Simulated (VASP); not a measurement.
Pt:

```
CELL_PARAMETERS angstrom
2.55000 0.00000 0.00000
0.00000 2.55000 0.00000
0.00000 0.00000 2.55000
ATOMIC_POSITIONS crystal
Pt 0.00000 0.00000 0.00000
```

This isn't the form of Pt at room conditions, which is fcc.

| Property | Result |
| --- | --- |
| Program | VASP 6.6.1 |
| Task | relaxation of cell and atoms |
| Functional | PBE |
| Potentials or basis | VASP PAW PBE potentials, release 64 (Pt) |
| Cutoff | 600 eV |
| k mesh | 17 × 17 × 17 |
| Occupations | methfessel-paxton, width 0.05 eV |
| Spin | no spin polarisation |

At the start: pressure 19.4 GPa; volume 16.58 Å³/atom.

Question: How do energy, volume and symmetry change on relaxing?

Answer: Over 5 steps the energy falls by 79.5 meV/atom and the volume is 18.00 Å³/atom (+8.6 %); space group Pm-3m (No. 221, to 0.1 Å) before and after.

Step by step:
```
step  energy change (eV)  largest force (eV/Å)  pressure (GPa)  volume (Å³)
   1              0.0000                0.0000           19.36        16.58
   2              0.2338                0.0000          -21.09        21.87
   3             -0.0790                0.0000           -1.20        18.13
   4             -0.0795                0.0000           -0.19        18.03
   5             -0.0795                0.0000            0.12        18.00
```

Final structure:
```yaml
crystal:
  lattice:
    - [2.62081, 0.00000, 0.00000]
    - [0.00000, 2.62081, 0.00000]
    - [0.00000, 0.00000, 2.62081]
  atoms:
    - { symbol: Pt, position: [0.00000, 0.00000, 0.00000] }
```
